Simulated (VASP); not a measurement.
SnSe: single point with PBE

SnSe:

```
CELL_PARAMETERS angstrom
0.00000 2.93701 2.93701
2.93701 0.00000 2.93701
2.93701 2.93701 0.00000
ATOMIC_POSITIONS crystal
Sn 0.00000 0.00000 0.00000
Se 0.50000 0.50000 0.50000
```

This cell differs from its parent crystal: volume scaled by 0.91.

- Program: VASP 6.6.1
- Task: single point
- Functional: PBE
- Potentials or basis: VASP PAW PBE potentials, release 64 (Sn_d, Se)
- Cutoff: 520 eV
- k mesh: 10 × 10 × 10
- Occupations: gaussian, width 0.02 eV
- Spin: no spin polarisation

```yaml
Pressure: 5.6 GPa
Band_gap_on_the_k_mesh: 0.45 eV, indirect (least direct gap 0.58 eV)
```

Levels at points of the mesh, in eV from the valence-band top:
| k point | band 7 | band 8 | band 9 | band 10 | band 11 | band 12 | band 13 | band 14 |
| --- | --- | --- | --- | --- | --- | --- | --- | --- |
| (0.00, 0.00, 0.00) | -4.88 | -2.47 | -2.47 | -2.47 | 4.53 | 4.53 | 4.53 | 5.71 |
| (0.50, 0.00, 0.00) | -8.51 | -2.21 | -2.21 | -0.12 | 0.81 | 1.13 | 1.13 | 8.39 |
| (0.50, 0.50, 0.00) | -6.09 | -6.06 | -4.06 | -4.06 | 2.70 | 5.71 | 5.71 | 6.39 |

It took 15 s on 1 thread of Intel(R) Xeon(R) Platinum 8559C (Emerald Rapids), on a shared host, peak memory 0.19 GiB.

Caveat: spin-orbit coupling is left out, which moves the levels of the heavy elements. A k mesh can miss the band edges.
